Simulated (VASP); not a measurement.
A run of VASP 6.6.1 is set up as follows.

File INCAR:

```
PREC     = Accurate       # precision mode
ENCUT    = 520            # plane-wave cutoff, eV
EDIFF    = 1E-6           # SCF threshold, eV
ISMEAR   = 0              # smearing method
SIGMA    = 0.1            # smearing width, eV
LREAL    = F              # projectors in reciprocal space
LASPH    = T              # aspherical terms in the spheres
NELM     = 60             # most SCF steps
ALGO     = Normal         # electronic algorithm
ISIF     = 2              # what is computed and relaxed
LWAVE    = F              # write WAVECAR
LCHARG   = T              # write CHGCAR
GGA      = PS             # functional
LELF     = T              # ELF
LVHAR    = T            
NBANDS   = 12             # bands
```

KPOINTS

```
regular mesh
0
Gamma
  6 6 6
```

Contents of POSCAR:

```
Be
1.0
    1.1691356974     -4.2156571324      0.0000000000
    1.1691356974      4.2156571324      0.0000000000
    0.0000000000      0.0000000000      3.5628748574
Be
4
Direct
    0.1449629490      0.8550370510      0.0000014309
    0.6449629490      0.3550370510      0.4999985691
    0.8550370510      0.1449629490      0.9999985691
    0.3550370510      0.6449629490      0.5000014309
```

Potentials or basis: VASP PAW PBE potentials, release 64 (Be).

Run with:

```bash
$ cat potpaw_PBE.64/Be/POTCAR > POTCAR
$ mpirun -np 1 vasp_std > vasp.out
```

Predict the largest force.

0.018 eV/Å.

Predict the band gap on the k mesh.

zero (bands 4 and 5 overlap by 1.68 eV).

What does it give for the pressure?

0.4 GPa.

Forces in eV/Å, atoms in the order of the input:
```
Be   0.000  0.018  0.000
Be   0.000  0.018  0.000
Be   0.000 -0.018  0.000
Be   0.000 -0.018  0.000
```

Caveat: the k points lie up to 0.46 Å⁻¹ apart, too coarse for converged energies and pressures of a metal; the PAW data sets were made with another functional, which shifts forces and pressure a little.
